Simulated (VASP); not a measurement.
# Lu3Sc2O (P-6m2) in VASP: a series of runs, part 2 of 2

VASP 6.6.1.

### Step 3. Single point, PBE

This run uses another cell than the first one, of 23.68 Å³/atom, 1.021 times its volume.

Contents of INCAR:

```
SYSTEM = Lu3Sc2O
PREC     = Accurate       ! precision mode
ENCUT    = 520            ! plane-wave cutoff, eV
EDIFF    = 1E-6           ! SCF threshold, eV
ISMEAR   = 0              ! smearing method
SIGMA    = 0.1            ! smearing width, eV
LREAL    = .FALSE.        ! projectors in reciprocal space
LASPH    = .TRUE.         ! aspherical terms in the spheres
NELM     = 80             ! most SCF steps
ALGO     = Normal         ! electronic algorithm
ISIF     = 2              ! what is computed and relaxed
LWAVE    = .FALSE.        ! write WAVECAR
LCHARG   = .FALSE.        ! write CHGCAR
GGA      = PE             ! functional
NBANDS   = 60             ! bands
```

Contents of KPOINTS:

```
regular mesh
0
G
  6 6 2
  0 0 0
```

Contents of POSCAR:

```
Lu3Sc2O
1.0
    5.0730976499      0.0000000000      0.0000000000
   -2.5365488250      4.3934314407      0.0000000000
    0.0000000000      0.0000000000      6.3746312984
Lu Sc O
3 2 1
Direct
    0.0000000000      0.0000000000      0.0000000000
    0.3333333333      0.6666666667      0.5000000000
    0.3333333333      0.6666666667      0.0000000000
    0.6666666667      0.3333333333      0.7717297881
    0.6666666667      0.3333333333      0.2282702119
    0.0000000000      0.0000000000      0.5000000000
```

Potentials or basis: VASP PAW PBE potentials, release 64 (Lu, Sc_sv, O).

On the command line:

```console
cat potpaw_PBE.64/Lu/POTCAR potpaw_PBE.64/Sc_sv/POTCAR potpaw_PBE.64/O/POTCAR > POTCAR
mpirun -np 1 vasp_std > vasp.out
```

OUTCAR:

```text
SYSTEM = Lu3Sc2O
   PREC = Accurate
   ENCUT = 520
   EDIFF = 1E-6
   ISMEAR = 0
   LREAL = .FALSE.
   LASPH = .TRUE.
   NELM = 80
   ISIF = 2
   GGA = PE

 ion  position               nearest neighbor table
   1  0.000  0.000  0.000-   3 2.93   3 2.93   3 2.93   4 3.27   5 3.27   4 3.27   5 3.27   4 3.27
                             5 3.27
   2  0.333  0.667  0.500-   3 3.19   3 3.19   5 3.40   4 3.40   5 3.40   4 3.40   5 3.40   4 3.40

   3  0.333  0.667  0.000-   1 2.93   1 2.93   1 2.93   2 3.19   2 3.19   4 3.27   5 3.27   4 3.27
                             5 3.27   4 3.27   5 3.27
   4  0.667  0.333  0.772-   5 2.91   3 3.27   3 3.27   1 3.27   1 3.27   1 3.27   3 3.27   2 3.40
                             2 3.40   2 3.40
   5  0.667  0.333  0.228-   4 2.91   3 3.27   3 3.27   1 3.27   1 3.27   1 3.27   3 3.27   2 3.40
                             2 3.40   2 3.40
   6  0.000  0.000  0.500-

  LATTYP: Found a hexagonal cell.
 ALAT       =     5.0730976499
 C/A-ratio  =     1.2565560015

  Lattice vectors:

 A1 = (   5.0730976499,   0.0000000000,   0.0000000000)
 A2 = (  -2.5365488250,   4.3934314407,   0.0000000000)
 A3 = (   0.0000000000,   0.0000000000,   6.3746312984)

Analysis of symmetry for initial positions (statically):
=====================================================================
 Subroutine PRICEL returns:
 Original cell was already a primitive cell.

 Routine SETGRP: Setting up the symmetry group for a
 hexagonal supercell.

 Subroutine GETGRP returns: Found 12 space group operations
 (whereof 12 operations were pure point group operations)
 out of a pool of 24 trial point group operations.

The static configuration has the point symmetry D_3h.

Analysis of symmetry for dynamics (positions and initial velocities):
=====================================================================
 Subroutine PRICEL returns:
 Original cell was already a primitive cell.

[... 126 lines left out ...]
  Fermi-wavevector in a.u.,A,eV,Ry     =   1.470652  2.779129 29.426908  2.162817
  Thomas-Fermi vector in A             =   2.585883
   LORBIT       =      0    0 simple, 1 ext, 2 COOP (PROOUT), +10 PAW based schemes
   GGA     = PE    functional components
   LHFCALC =     F    Hartree Fock is set to
   AEXX    =    0.0000 exact exchange contribution
   IVDW    =     0    specifies the selected vdW correction
   LEPSILON=     F    determine dielectric tensor
   LRPA    =     F    only Hartree local field effects (RPA)
 non-spin polarized calculation
 Gauss-broadening in eV      SIGMA  =   0.10
  energy-cutoff  :      520.00
  volume of cell :      142.08
 maximum number of plane-waves:      3863
 NGX is ok and might be reduce to    40
   NGX = 19   NGY = 19   NGZ = 23

 number of electron     103.0000005 magnetization

 Free energy of the ion-electron system (eV)
  ---------------------------------------------------
  ext. energy  EPLUGINS =         0.00000000
  ---------------------------------------------------
  free energy    TOTEN  =       -30.52404041 eV

  energy without entropy =      -30.49144871  energy(sigma->0) =      -30.50774456

 E-fermi :   2.8214     XC(G=0): -10.4291

 val. band max:        2.7891997309   @ k =   0.0000   0.0000   0.5000
 cond. band min:       2.8483708548   @ k =   0.3333   0.1667   0.5000
 fundamental gap:      0.0591711239
 Fermi energy:         2.8214416665

 k-point     1 :       0.0000    0.0000    0.0000
  band No.  band energies     occupation
      1     -54.0732      2.00000
      2     -53.1785      2.00000
      3     -52.6901      2.00000
      4     -46.6862      2.00000
      5     -46.6449      2.00000
      6     -25.5074      2.00000
[... 871 lines left out ...]
     59       4.3285      0.00000
     60       4.4554      0.00000

------------------------ aborting loop because EDIFF is reached ----------------------------------------

  FORCE on cell =-STRESS in cart. coord.  units (eV):
  Direction    XX          YY          ZZ          XY          YZ          ZX
  --------------------------------------------------------------------------------------
  -------------------------------------------------------------------------------------
  Total        0.2848753      0.2848753      0.2696030     -0.0000000      0.0000000      0.0000000
  in kB        3.2124264      3.2124264      3.0402074     -0.0000000      0.0000000      0.0000000
  external PRESSURE =       3.1550201 kB  Pullay stress =       0.0000000 kB

 VOLUME and BASIS-vectors are now :
 -----------------------------------------------------------------------------
  energy-cutoff  :      520.00
  volume of cell :      142.08
      direct lattice vectors                 reciprocal lattice vectors
     5.073097650  0.000000000  0.000000000     0.197118224  0.113806260  0.000000000
    -2.536548825  4.393431441  0.000000000     0.000000000  0.227612520  0.000000000
     0.000000000  0.000000000  6.374631298     0.000000000  0.000000000  0.156871818

 POSITION                                       TOTAL-FORCE (eV/Angst)
 -----------------------------------------------------------------------------------
      0.00000      0.00000      0.00000        -0.000000      0.000000      0.000000
     -0.00000      2.92895      3.18732        -0.000000      0.000000      0.000000
     -0.00000      2.92895      0.00000         0.000000      0.000000      0.000000
      2.53655      1.46448      4.91949        -0.000000     -0.000000     -0.042071
      2.53655      1.46448      1.45514        -0.000000     -0.000000      0.042071
      0.00000      0.00000      3.18732         0.000000     -0.000000      0.000000
 -----------------------------------------------------------------------------------
    total drift:                                0.000000     -0.000000     -0.000000

  FREE ENERGIE OF THE ION-ELECTRON SYSTEM (eV)
  ---------------------------------------------------
  free  energy   TOTEN  =       -30.5240404070 eV

  energy  without entropy=      -30.4914487080  energy(sigma->0) =      -30.50774456
```

OSZICAR:

```text
N       E                     dE             d eps       ncg     rms          rms(c)
DAV:   1     0.146658382103E+04    0.14666E+04   -0.36487E+04  2464   0.541E+03
DAV:   2     0.266060676709E+03   -0.12005E+04   -0.11380E+04  2312   0.112E+03
DAV:   3     0.159856704696E+02   -0.25008E+03   -0.24385E+03  2008   0.384E+02
DAV:   4    -0.313593175086E+02   -0.47345E+02   -0.46039E+02  2776   0.117E+02
DAV:   5    -0.362684554016E+02   -0.49091E+01   -0.48156E+01  3000   0.317E+01    0.141E+01
DAV:   6    -0.321201793201E+02    0.41483E+01   -0.52254E+01  3048   0.573E+01    0.126E+01
DAV:   7    -0.310416839147E+02    0.10785E+01   -0.25334E+01  2648   0.191E+01    0.421E+00
DAV:   8    -0.306039606048E+02    0.43772E+00   -0.21312E+00  3080   0.131E+01    0.222E+00
DAV:   9    -0.305611089433E+02    0.42852E-01   -0.13001E+00  2336   0.440E+00    0.196E+00
DAV:  10    -0.305247275636E+02    0.36381E-01   -0.21489E-01  2728   0.216E+00    0.590E-01
DAV:  11    -0.305266900823E+02   -0.19625E-02   -0.79080E-02  2520   0.111E+00    0.486E-01
DAV:  12    -0.305237834733E+02    0.29066E-02   -0.13865E-02  2976   0.548E-01    0.115E-01
DAV:  13    -0.305240359798E+02   -0.25251E-03   -0.16782E-03  2576   0.234E-01    0.390E-02
DAV:  14    -0.305240623982E+02   -0.26418E-04   -0.32465E-04  2496   0.105E-01    0.413E-02
DAV:  15    -0.305240395336E+02    0.22865E-04   -0.11536E-04  2600   0.460E-02    0.311E-03
DAV:  16    -0.305240404070E+02   -0.87342E-06   -0.92089E-06  1912   0.177E-02
   1 F= -.30524040E+02 E0= -.30507745E+02  d E =-.325917E-01
```

It took 1.7 min on 1 thread of Intel Xeon 6975P-C (Granite Rapids), shared host; peak memory 0.32 GiB.

What came out:

```yaml
Free_energy: -30.5240 eV
Pressure: 0.3 GPa
Largest_force: 0.042 eV/Å
```

Forces on the atoms (eV/Å):
```
Lu   0.000  0.000  0.000
Lu   0.000  0.000  0.000
Lu   0.000  0.000  0.000
Sc   0.000  0.000 -0.042
Sc   0.000  0.000  0.042
O    0.000  0.000  0.000
```

Caveat: the k points lie up to 0.49 Å⁻¹ apart; spin-orbit coupling is left out, which moves the levels of the heavy elements; an odd number of electrons without spin polarisation forces a metal; a magnetic or distorted state may lie lower.
